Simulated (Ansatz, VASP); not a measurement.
## In15GaO24 in VASP and in Ansatz

```
Ga In O
1.0
    -4.99002    5.00328    5.00328
     5.00328   -4.99002    5.00328
     5.00328    5.00328   -4.99002
Ga In O
1 15 24
Direct
  0.50000 0.50000 0.50000
  0.50000 0.00000 0.00000
  0.00000 0.50000 0.00000
  0.00000 0.00000 0.50000
  0.25612 0.71597 0.46629
  0.74769 0.78137 0.02945
  0.46629 0.25612 0.71597
  0.02945 0.74769 0.78137
  0.71597 0.46629 0.25612
  0.78137 0.02945 0.74769
  0.74388 0.28403 0.53371
  0.25231 0.21863 0.97055
  0.53371 0.74388 0.28403
  0.97055 0.25231 0.21863
  0.28403 0.53371 0.74388
  0.21863 0.97055 0.25231
  0.54110 0.75808 0.54659
  0.72817 0.99451 0.95712
  0.96639 0.50973 0.24049
  0.77152 0.72491 0.26299
  0.54659 0.54110 0.75808
  0.95712 0.72817 0.99451
  0.24049 0.96639 0.50973
  0.26299 0.77152 0.72491
  0.75808 0.54659 0.54110
  0.99451 0.95712 0.72817
  0.50973 0.24049 0.96639
  0.72491 0.26299 0.77152
  0.45890 0.24192 0.45341
  0.27183 0.00549 0.04288
  0.03361 0.49027 0.75951
  0.22848 0.27509 0.73701
  0.45341 0.45890 0.24192
  0.04288 0.27183 0.00549
  0.75951 0.03361 0.49027
  0.73701 0.22848 0.27509
  0.24192 0.45341 0.45890
  0.00549 0.04288 0.27183
  0.49027 0.75951 0.03361
  0.27509 0.73701 0.22848
```

Alike in both runs: functional LDA; k mesh 2 × 2 × 2; no spin polarisation.

Ansatz relaxed the structure, and its values are those at the end. VASP's run is a single point on that final structure, the one shown.

```csv
,VASP,Ansatz
version,VASP 6.6.1,Ansatz 0.2.0
potentials or method,"VASP PAW LDA potentials, release 64 (Ga_d, In_d, O)","scalar-relativistic, plane waves, PAW"
plane-wave cutoff (eV),520,420
occupations,"gaussian, width 0.01 eV",fixed
valence electrons in the cell,352,352
```

```csv
,VASP,Ansatz,Ansatz less VASP
gap on the k mesh at the Fermi level (eV),1.23,1.22,-0.017
least direct gap on the mesh (eV),1.23,1.22,-0.017
pressure (GPa),0.8,0.0,-0.81
rms of the force components (eV/Å),0.010,0.001,-0.0094
```

LDA's correlation is that of Perdew and Zunger in VASP and of Perdew and Wang (1992) in Ansatz.

The k mesh is coarse, so the values compare programs but aren't converged.
